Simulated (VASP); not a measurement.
# BaTiO3 (P4mm) in VASP: further runs, part 2 of 2

VASP 6.6.1. The steps go on from the part before.

### Step 4. Single point, PBE+U

File INCAR:

```
SYSTEM = BaTiO3
ALGO = Normal ; EDIFF = 1E-7
ENCUT = 520 ; GGA = PE
ISIF = 2 ; ISMEAR = -1
LASPH = .True. ; LCHARG = .False.
LDAU = .True. ; LDAUJ = 0 0 0
LDAUL = -1 2 -1 ; LDAUPRINT = 1
LDAUTYPE = 2 ; LDAUU = 0 5 0
LMAXMIX = 4 ; LREAL = .False.
LWAVE = .False. ; NBANDS = 28
NELM = 150 ; PREC = Accurate
SIGMA = 0.02
```

File KPOINTS:

```
k-points
0
Gamma
  6 6 6
  0 0 0
```

File POSCAR:

```
BaTiO3
1.0
    3.9998000000      0.0000000000      0.0000000000
    0.0000000000      3.9998000000      0.0000000000
    0.0000000000      0.0000000000      4.0180000000
Ba Ti O
1 1 3
Direct
    0.0000000000      0.0000000000      0.0000000000
    0.5000000000      0.5000000000      0.4900000000
    0.5000000000      0.5000000000      0.0190000000
    0.5000000000      0.0000000000      0.5170000000
    0.0000000000      0.5000000000      0.5170000000
```

Potentials or basis: VASP PAW PBE potentials, release 64 (Ba_sv, Ti_sv, O).

Command:

```
cat potpaw_PBE.64/Ba_sv/POTCAR potpaw_PBE.64/Ti_sv/POTCAR potpaw_PBE.64/O/POTCAR > POTCAR
mpirun -np 1 vasp_std > vasp.out
```

OUTCAR:

```text
SYSTEM = BaTiO3
   EDIFF = 1E-7
   ENCUT = 520
   GGA = PE
   ISIF = 2
   ISMEAR = -1
   LASPH = .True.
   LREAL = .False.
   NELM = 150
   PREC = Accurate

 ion  position               nearest neighbor table
   1  0.000  0.000  0.000-   4 2.79   5 2.79   5 2.79   4 2.79   3 2.83   3 2.83   3 2.83   3 2.83
                             4 2.88   5 2.88   5 2.88   4 2.88   2 3.45   2 3.45   2 3.45   2 3.45
   2  0.500  0.500  0.490-   3 1.89   4 2.00   5 2.00   4 2.00   5 2.00   3 2.13   1 3.45   1 3.45
                             1 3.45   1 3.45   1 3.49   1 3.49   1 3.49   1 3.49
   3  0.500  0.500  0.019-   2 1.89   2 2.13   1 2.83   1 2.83   1 2.83   1 2.83
   4  0.500  0.000  0.517-   2 2.00   2 2.00   1 2.79   1 2.79   1 2.88   1 2.88
   5  0.000  0.500  0.517-   2 2.00   2 2.00   1 2.79   1 2.79   1 2.88   1 2.88

  LATTYP: Found a simple tetragonal cell.
 ALAT       =     3.9998000000
 C/A-ratio  =     1.0045502275

  Lattice vectors:

 A1 = (   3.9998000000,   0.0000000000,   0.0000000000)
 A2 = (   0.0000000000,   3.9998000000,   0.0000000000)
 A3 = (   0.0000000000,   0.0000000000,   4.0180000000)

Analysis of symmetry for initial positions (statically):
=====================================================================
 Subroutine PRICEL returns:
 Original cell was already a primitive cell.

 Routine SETGRP: Setting up the symmetry group for a
 simple tetragonal supercell.

 Subroutine GETGRP returns: Found  8 space group operations
 (whereof  8 operations were pure point group operations)
 out of a pool of 16 trial point group operations.

[... 188 lines left out ...]
  o =  0.1037  v =  0.0000  0.0000  0.0000  0.0000  0.0000  0.0000 -0.9999  0.0000 -0.0139  0.0000      0.0000  0.0000  0.0000  0.0000  0.0000  0.0000  0.0000  0.0000  0.0000  0.0000
  o =  0.1037  v =  0.0000  0.0000  0.0000  0.0000  0.0000  0.0000  0.0139  0.0000 -0.9999 -0.0000      0.0000  0.0000  0.0000  0.0000  0.0000  0.0000  0.0000  0.0000  0.0000  0.0000
  o =  0.2327  v =  0.0000  0.0000  0.0000  0.0000  0.0000  0.0000  0.0000  0.0000  0.0000  1.0000      0.0000  0.0000  0.0000  0.0000  0.0000  0.0000  0.0000  0.0000  0.0000  0.0000
  o =  0.2327  v =  0.0000  0.0000  0.0000  0.0000  1.0000  0.0000  0.0000  0.0000  0.0000  0.0000      0.0000  0.0000  0.0000  0.0000  0.0000  0.0000  0.0000  0.0000  0.0000  0.0000
  o =  0.2413  v =  0.0000  0.0000  0.0000  0.0000  0.0000  0.0000  0.0000 -1.0000 -0.0000 -0.0000      0.0000  0.0000  0.0000  0.0000  0.0000  0.0000  0.0000  0.0000  0.0000  0.0000
  o =  0.2413  v =  0.0000  0.0000 -1.0000 -0.0000 -0.0000  0.0000  0.0000  0.0000  0.0000  0.0000      0.0000  0.0000  0.0000  0.0000  0.0000  0.0000  0.0000  0.0000  0.0000  0.0000

 number of electron      39.9999977 magnetization

 Free energy of the ion-electron system (eV)
  ---------------------------------------------------
  ext. energy  EPLUGINS =         0.00000000
  ---------------------------------------------------
  free energy    TOTEN  =       -36.63244110 eV

  energy without entropy =      -36.63244110  energy(sigma->0) =      -36.63244110

 E-fermi :   4.5392     XC(G=0): -11.2516

 val. band max:        4.0196074704   @ k =   0.5000   0.5000   0.5000
 cond. band min:       6.4026724074   @ k =   0.0000   0.0000   0.0000
 fundamental gap:      2.3830649370
 Fermi energy:         4.5391990297

 k-point     1 :       0.0000    0.0000    0.0000
  band No.  band energies     occupation
      1     -53.9479      2.00000
      2     -30.1234      2.00000
      3     -30.0975      2.00000
      4     -30.0975      2.00000
      5     -20.8477      2.00000
      6     -12.9771      2.00000
[... 733 lines left out ...]
     27      12.0978      0.00000
     28      13.4569      0.00000

 [... further k-points ...]

------------------------ aborting loop because EDIFF is reached ----------------------------------------

  FORCE on cell =-STRESS in cart. coord.  units (eV):
  Direction    XX          YY          ZZ          XY          YZ          ZX
  --------------------------------------------------------------------------------------
  -------------------------------------------------------------------------------------
  Total        3.1435899      3.1435899      3.6889527      0.0000000      0.0000000      0.0000000
  in kB       78.3519806     78.3519806     91.9448035      0.0000000      0.0000000      0.0000000
  external PRESSURE =      82.8829216 kB  Pullay stress =       0.0000000 kB

 VOLUME and BASIS-vectors are now :
 -----------------------------------------------------------------------------
  energy-cutoff  :      520.00
  volume of cell :       64.28
      direct lattice vectors                 reciprocal lattice vectors
     3.999800000  0.000000000  0.000000000     0.250012501  0.000000000  0.000000000
     0.000000000  3.999800000  0.000000000     0.000000000  0.250012501  0.000000000
     0.000000000  0.000000000  4.018000000     0.000000000  0.000000000  0.248880040

 POSITION                                       TOTAL-FORCE (eV/Angst)
 -----------------------------------------------------------------------------------
      0.00000      0.00000      0.00000        -0.000000     -0.000000      0.065693
      1.99990      1.99990      1.96882         0.000000      0.000000      0.619186
      1.99990      1.99990      0.07634         0.000000     -0.000000     -0.413441
      1.99990      0.00000      2.07731         0.000000     -0.000000     -0.135719
      0.00000      1.99990      2.07731         0.000000     -0.000000     -0.135719
 -----------------------------------------------------------------------------------
    total drift:                                0.000000      0.000000      0.000196

  FREE ENERGIE OF THE ION-ELECTRON SYSTEM (eV)
  ---------------------------------------------------
  free  energy   TOTEN  =       -36.6324411010 eV

  energy  without entropy=      -36.6324411010  energy(sigma->0) =      -36.63244110
```

stdout:

```text
POSCAR found type information on POSCAR BaTiO
 POSCAR found :  3 types and       5 ions
 scaLAPACK will be used
 LDA part: xc-table for (Slater+PW92), standard interpolation
 POSCAR, INCAR and KPOINTS ok, starting setup
 FFT: planning ... GRIDC
 FFT: planning ... GRID_SOFT
 FFT: planning ... GRID
 WAVECAR not read
 entering main loop
```

It took 2 min on 1 thread of AMD EPYC 7R13, shared host; peak memory 0.19 GiB.

Results:

* Free energy: -36.6324 eV
* Pressure: 8.3 GPa
* Largest force: 0.619 eV/Å
* Band gap on the k mesh: 2.38 eV, indirect (least direct gap 2.70 eV)

Forces on the atoms (eV/Å):
```
Ba   0.000  0.000  0.066
Ti   0.000  0.000  0.619
O    0.000  0.000 -0.413
O    0.000  0.000 -0.136
O    0.000  0.000 -0.136
```

Eigenvalues of the final occupation matrices:
```
    site  spin  trace               eigenvalues
site 2 d     1   0.78  0.10 0.10 0.10 0.23 0.24
site 2 d     2   0.78  0.10 0.10 0.10 0.23 0.24
```

Caveat: spin-orbit coupling is left out, which moves the levels of the heavy elements. A k mesh can miss the band edges.

### Step 5. Single point, PBE+U

File INCAR:

```
ALGO = Normal ; EDIFF = 1E-7
ENCUT = 520 ; GGA = PE
ISIF = 2 ; ISMEAR = -1
LASPH = True ; LCHARG = False
LDAU = True ; LDAUJ = 0 0 0
LDAUL = -1 2 -1 ; LDAUPRINT = 1
LDAUTYPE = 2 ; LDAUU = 0 7 0
LMAXMIX = 4 ; LREAL = False
LWAVE = False ; NBANDS = 28
NELM = 150 ; PREC = Accurate
SIGMA = 0.02
```

File KPOINTS:

```
k-points
0
Gamma
  6 6 6
```

POSCAR is that of step 4.

Command:

```
cat potpaw_PBE.64/Ba_sv/POTCAR potpaw_PBE.64/Ti_sv/POTCAR potpaw_PBE.64/O/POTCAR > POTCAR
mpirun -np 1 vasp_std > vasp.out
```

Wall time 2 min (1 thread of AMD EPYC 7R13, shared host); peak memory 0.19 GiB.

It converged, with:

```
Free energy            : -35.3893 eV
Pressure               : 10.0 GPa
Largest force          : 0.917 eV/Å
Band gap on the k mesh : 2.66 eV, indirect (least direct gap 2.99 eV)
```

Forces in eV/Å, atoms in the order of the input:
```
Ba   0.000  0.000  0.062
Ti   0.000  0.000  0.917
O    0.000  0.000 -0.696
O    0.000  0.000 -0.141
O    0.000  0.000 -0.141
```

Stress tensor (GPa, compression positive):
```
 9.49  0.00  0.00
 0.00  9.49  0.00
 0.00  0.00 11.03
```

Levels at points of the mesh, in eV from the valence-band top:
```csv
k point,band 17,band 18,band 19,band 20,band 21,band 22,band 23,band 24
"(0.00, 0.00, 0.00)",-1.16,-0.36,-0.32,-0.32,2.66,2.79,2.79,4.08
"(0.50, 0.00, 0.00)",-1.68,-1.64,-1.01,-0.95,2.99,4.09,4.33,4.33
"(0.50, 0.50, 0.00)",-2.03,-0.99,-0.99,-0.09,4.36,4.36,4.66,4.81
"(0.00, 0.00, 0.50)",-1.79,-1.79,-0.82,-0.82,2.88,4.08,4.36,4.36
"(0.50, 0.00, 0.50)",-1.99,-0.94,-0.92,-0.17,4.37,4.39,4.76,4.82
"(0.50, 0.50, 0.50)",-2.26,-0.08,-0.08,0.00,4.99,4.99,5.03,6.42
```

Eigenvalues of the final occupation matrices:
```csv
site,spin,trace,eigenvalues
site 2 d,1,0.74,0.09 0.09 0.09 0.23 0.24
site 2 d,2,0.74,0.09 0.09 0.09 0.23 0.24
```

Caveat: spin-orbit coupling is left out, which moves the levels of the heavy elements. A k mesh can miss the band edges.

### Step 6. Overview

```csv
U,gap on the mesh (eV),pressure (GPa),largest force (eV/Å)
Ti d U = 1.0 eV,1.88,5.0,0.14
Ti d U = 3.0 eV,2.12,6.7,0.32
Ti d U = 5.0 eV,2.38,8.3,0.62
Ti d U = 7.0 eV,2.66,10.0,0.92
```

Alike in all rows: task single point; level PBE+U; potentials or basis VASP PAW PBE potentials, release 64 (Ba_sv, Ti_sv, O); no spin polarisation; cell as given; k mesh 6 × 6 × 6; cutoff (eV) 520; smearing fermi-dirac 0.02 eV.

On the cell as given the gap runs from 1.88 eV (PBE+U) to 2.66 eV (PBE+U).

Caveats: spin-orbit coupling is left out, which moves the levels of the heavy elements.

Total energies depend on the potentials used, so only differences within one code and one set of settings carry meaning.
